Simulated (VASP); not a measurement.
# Pt (P-1) in VASP: single point with PBEsol

Aim: the single point of Pt with PBEsol.

Program: VASP 6.6.1. These are calculated values, not measurements. Logs are shortened: lines on timing, memory, paths and dates and some standing lists are left out, and cuts for length are marked.

### Step 1. The cell of the first run

The typed cell holds 1 atom: a = 2.773 Å, b = 2.638 Å, c = 2.907 Å, α = 111.47°, β = 113.33°, γ = 109.33°.

### Step 2. Single point, PBEsol (engineering shear strain xz -0.1500, engineering shear strain yz -0.0750)

The input, INCAR:

```
PREC     = Accurate       # precision mode
ENCUT    = 520            # plane-wave cutoff, eV
EDIFF    = 1E-6           # SCF threshold, eV
ISMEAR   = 0              # smearing method
SIGMA    = 0.15           # smearing width, eV
LREAL    = False          # projectors in reciprocal space
LASPH    = True           # aspherical terms in the spheres
NELM     = 100            # most SCF steps
ALGO     = Fast           # electronic algorithm
ISIF     = 2              # what is computed and relaxed
LWAVE    = False          # write WAVECAR
LCHARG   = False          # write CHGCAR
GGA      = PS             # functional
NBANDS   = 11             # bands
```

The input, KPOINTS:

```
Automatic mesh
0
Gamma
  20 20 20
```

The input, POSCAR:

```
Pt
1.0
   -1.6774754579      1.5019257007      1.6189588721
    1.4434091149     -1.6189588721      1.5019257007
    1.6774754579      1.6189588721     -1.7359920436
Pt
1
Direct
    0.0000000000      0.0000000000      0.0000000000
```

Potentials or basis: VASP PAW PBE potentials, release 64 (Pt).

Started as:

```sh
> cat potpaw_PBE.64/Pt/POTCAR > POTCAR
> mpirun -np 1 vasp_std > vasp.out
```

OUTCAR:

```text
PREC = Accurate
   ENCUT = 520
   EDIFF = 1E-6
   ISMEAR = 0
   LREAL = False
   LASPH = True
   NELM = 100
   ISIF = 2
   GGA = PS

 ion  position               nearest neighbor table
   1  0.000  0.000  0.000-

  LATTYP: Found a triclinic cell.
 ALAT       =     2.5014271928
 B/A-ratio  =     1.2485185189
 C/A-ratio  =     1.2511456503
 COS(alpha) =     0.0028026531
 COS(beta)  =     0.5340113582
 COS(gamma) =     0.5792588260

  Lattice vectors:

 A1 = (  -1.4434091149,  -1.5019257007,  -1.3848925292)
 A2 = (   0.0000000000,  -3.1208845728,   0.1170331715)
 A3 = (  -3.1208845728,   0.0000000000,   0.2340663429)

Analysis of symmetry for initial positions (statically):
=====================================================================
 Subroutine PRICEL returns:
 Original cell was already a primitive cell.

 Routine SETGRP: Setting up the symmetry group for a
 triclinic supercell.

 Subroutine GETGRP returns: Found  2 space group operations
 (whereof  2 operations were pure point group operations)
 out of a pool of  2 trial point group operations.

The static configuration has the point symmetry S_2 .

Analysis of symmetry for dynamics (positions and initial velocities):
=====================================================================
 Subroutine PRICEL returns:
 Original cell was already a primitive cell.

 Routine SETGRP: Setting up the symmetry group for a
 triclinic supercell.

 Subroutine GETGRP returns: Found  2 space group operations
 (whereof  2 operations were pure point group operations)
 out of a pool of  2 trial point group operations.

The dynamic configuration has the point symmetry S_2 .

 Subroutine INISYM returns: Found  2 space group operations
 (whereof  2 operations are pure point group operations),
 and found     1 'primitive' translations

----------------------------------------------------------------------------------------

                                     Primitive cell

  volume of cell :      15.0917

  direct lattice vectors                    reciprocal lattice vectors
    -1.677475458  1.501925701  1.618958872     0.025109385  0.332976668  0.334791804
     1.443409115 -1.618958872  1.501925701     0.346438929  0.013008477  0.346892713
     1.677475458  1.618958872 -1.735992044     0.323144680  0.321783328  0.036302726

  length of vectors
[... 85 lines left out ...]
   NFREE  =      0    steps in history (QN), initial steepest desc. (CG)
   ISIF   =      2    stress and relaxation
   ISYM   =      2    0-nonsym 1-usesym 2-fastsym
   POTIM  = 0.5000    time-step for ionic-motion
   TEBEG  =    0.0;   TEEND  =   0.0 temperature during run
   PSTRESS=    0.0 pullay stress
   NELECT =      10.0000    total number of electrons
   NUPDOWN=      -1.0000    fix difference up-down
   EMIN   =  10.00;   EMAX   =-10.00  energy-range for DOS
   EFERMI =   0.00;   METHOD = LEGACY
   ISMEAR =     0;   SIGMA  =   0.15  broadening in eV -4-tet -1-fermi 0-gaus
   EFERMI_NEDOS =   21; number of points for ismear=-14 and -15
   IALGO  =     68    algorithm
   IMIX   =      4    mixing-type and parameters
     AMIX     =   0.40;   BMIX     =  1.00
     AMIX_MAG =   1.60;   BMIX_MAG =  1.00
  volume/ion in A,a.u.               =      15.09       101.84
  Fermi-wavevector in a.u.,A,eV,Ry     =   1.427234  2.697082 27.715035  2.036998
  Thomas-Fermi vector in A             =   2.547426
   LORBIT       =      0    0 simple, 1 ext, 2 COOP (PROOUT), +10 PAW based schemes
   GGA     = PS    functional components
   LHFCALC =     F    Hartree Fock is set to
   AEXX    =    0.0000 exact exchange contribution
   IVDW    =     0    specifies the selected vdW correction
   LEPSILON=     F    determine dielectric tensor
   LRPA    =     F    only Hartree local field effects (RPA)
 non-spin polarized calculation
 RMM-DIIS sequential band-by-band and
 Gauss-broadening in eV      SIGMA  =   0.15
  energy-cutoff  :      520.00
  volume of cell :       15.09
 maximum number of plane-waves:       422
 NGX is ok and might be reduce to    24
   NGX = 11   NGY =  9   NGZ = 11

 number of electron      10.0000001 magnetization

 Free energy of the ion-electron system (eV)
  ---------------------------------------------------
  ext. energy  EPLUGINS =         0.00000000
  ---------------------------------------------------
  free energy    TOTEN  =        -6.61857251 eV

  energy without entropy =       -6.60502856  energy(sigma->0) =       -6.61180053

 E-fermi :  10.8344     XC(G=0): -13.5932

 val. band max:       10.8335999764   @ k =   0.0500  -0.3000   0.3500
 cond. band min:      10.8344922521   @ k =  -0.3500  -0.3000   0.2500
 fundamental gap:      0.0008922756
 Fermi energy:        10.8344457672

 k-point     1 :       0.0000    0.0000    0.0000
  band No.  band energies     occupation
      1       0.8094      2.00000
      2       5.7435      2.00000
      3       6.7871      2.00000
      4       8.2647      2.00000
      5      10.0163      2.00000
      6      10.3231      2.00000
      7      26.3156      0.00000
      8      27.9166      0.00000
      9      29.3336      0.00000
     10      37.1453      0.00000
     11      38.1192      0.00000
[... 309 lines left out ...]
 k-point    24 :      -0.4000    0.0500   -0.0000
  band No.  band energies     occupation
      1       4.0611      2.00000
      2       5.9357      2.00000
      3       8.6966      2.00000
      4       9.5317      2.00000
      5       9.8657      2.00000
      6      11.1241      0.00632
      7      21.7701      0.00000
      8      24.2285      0.00000
      9      28.8474      0.00000
     10      33.7131      0.00000
     11      35.2599      0.00000

 [... further k-points ...]

------------------------ aborting loop because EDIFF is reached ----------------------------------------

  FORCE on cell =-STRESS in cart. coord.  units (eV):
  Direction    XX          YY          ZZ          XY          YZ          ZX
  --------------------------------------------------------------------------------------
  -------------------------------------------------------------------------------------
  Total        0.9425864      1.3298490      0.7963345      0.9248899      1.2739534      2.4790870
  in kB      100.0675033    141.1803312     84.5410018     98.1887924    135.2463035    263.1865227
  external PRESSURE =     108.5962788 kB  Pullay stress =       0.0000000 kB

 VOLUME and BASIS-vectors are now :
 -----------------------------------------------------------------------------
  energy-cutoff  :      520.00
  volume of cell :       15.09
      direct lattice vectors                 reciprocal lattice vectors
    -1.677475458  1.501925701  1.618958872     0.025109385  0.332976668  0.334791804
     1.443409115 -1.618958872  1.501925701     0.346438929  0.013008477  0.346892713
     1.677475458  1.618958872 -1.735992044     0.323144680  0.321783328  0.036302726

 POSITION                                       TOTAL-FORCE (eV/Angst)
 -----------------------------------------------------------------------------------
      0.00000      0.00000      0.00000        -0.000000      0.000000      0.000000
 -----------------------------------------------------------------------------------
    total drift:                                0.000000     -0.000000      0.000000

  FREE ENERGIE OF THE ION-ELECTRON SYSTEM (eV)
  ---------------------------------------------------
  free  energy   TOTEN  =        -6.6185725100 eV

  energy  without entropy=       -6.6050285557  energy(sigma->0) =       -6.61180053
```

stdout:

```text
POSCAR found type information on POSCAR Pt
 POSCAR found :  1 types and       1 ions
 scaLAPACK will be used
 -----------------------------------------------------------------------------
|                                                                             |
|                                                                             |
|     You enforced a specific xc type in the INCAR file but a different       |
|     I HOPE YOU KNOW WHAT YOU ARE DOING!                                     |
|                                                                             |
 -----------------------------------------------------------------------------

 LDA part: xc-table for (Slater+PW92), standard interpolation
 POSCAR, INCAR and KPOINTS ok, starting setup
 FFT: planning ... GRIDC
 FFT: planning ... GRID_SOFT
 FFT: planning ... GRID
 WAVECAR not read
 entering main loop
WARNING in EDDRMM: call to ZHEGV failed, returncode =   8  4     11
```

Wall time 4.2 min (1 thread of Intel Xeon Platinum 8488C (Sapphire Rapids), shared host); peak memory 0.73 GiB.

What came out:

| Item | Value |
| --- | --- |
| Free energy | -6.6186 eV |
| Pressure | 10.9 GPa |
| Band gap on the k mesh | zero (bands 5 and 6 overlap by 3.29 eV) |

Stress tensor (GPa, compression positive):
```
10.01  9.82 26.32
 9.82 14.12 13.52
26.32 13.52  8.45
```

Levels at points of the mesh, in eV from the Fermi level:
| k point | band 2 | band 3 | band 4 | band 5 | band 6 | band 7 | band 8 | band 9 |
| --- | --- | --- | --- | --- | --- | --- | --- | --- |
| (0.00, 0.00, 0.00) | -5.09 | -4.05 | -2.57 | -0.82 | -0.51 | 15.48 | 17.08 | 18.50 |
| (0.50, 0.00, 0.00) | -5.19 | -1.40 | -1.02 | 0.74 | 1.32 | 8.05 | 12.08 | 16.77 |
| (0.00, 0.50, 0.00) | -4.91 | -1.60 | -1.49 | 1.37 | 1.95 | 8.89 | 12.18 | 15.52 |
| (0.50, 0.50, 0.00) | -5.58 | -0.87 | -0.52 | 0.07 | 1.10 | 6.66 | 11.70 | 18.14 |
| (0.00, 0.00, 0.50) | -5.26 | -1.24 | -0.87 | 0.23 | 0.77 | 7.46 | 13.13 | 16.80 |
| (0.50, 0.00, 0.50) | -5.89 | -0.88 | -0.41 | -0.02 | 0.66 | 4.94 | 14.06 | 17.73 |
| (0.00, 0.50, 0.50) | -5.65 | -0.73 | -0.38 | -0.35 | 0.73 | 6.02 | 12.90 | 17.95 |
| (0.50, 0.50, 0.50) | -6.47 | -0.58 | 0.55 | 1.82 | 7.77 | 7.85 | 8.20 | 14.10 |

Caveat: the cell differs from its parent crystal (engineering shear strain xz -0.1500, engineering shear strain yz -0.0750); the cell stands under pressure; the PAW data sets were made with another functional, which shifts forces and pressure a little; spin-orbit coupling is left out, which moves the levels of the heavy elements.
